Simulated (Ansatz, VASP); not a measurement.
## One calculation of PbS, two programs

```
CELL_PARAMETERS angstrom
0.00000 3.15950 3.15950
2.96500 0.19450 2.96500
2.96500 2.96500 0.19450
ATOMIC_POSITIONS crystal
Pb 0.00000 0.00000 0.00000
S 0.50000 0.50000 0.50000
```

Change from the starting cell: strain +0.1312 x Voigt [0, 0, 0, 1, 0, 0], atoms carried along.

Alike in both runs: task single point; functional LDA; k mesh 10 × 10 × 10; occupations gaussian, width 0.03 eV; no spin polarisation.

|  | VASP | Ansatz |
| --- | --- | --- |
| version | VASP 6.6.1 | Ansatz 0.2.0 |
| potentials or method | VASP PAW LDA potentials, release 64 (Pb_d, S), cutoff 520 eV | scalar-relativistic, plane waves, PAW |
| valence electrons in the cell | 20 | 20 |

|  | VASP | Ansatz | Ansatz less VASP |
| --- | --- | --- | --- |
| pressure (GPa) | -2.6 | -2.6 | -0.04 |
| traceless stress, the component that is largest in VASP (GPa) | -2.74 | -2.75 | -0.017 |

LDA's correlation is that of Perdew and Zunger in VASP and of Perdew and Wang (1992) in Ansatz.

Spin-orbit coupling is off throughout.
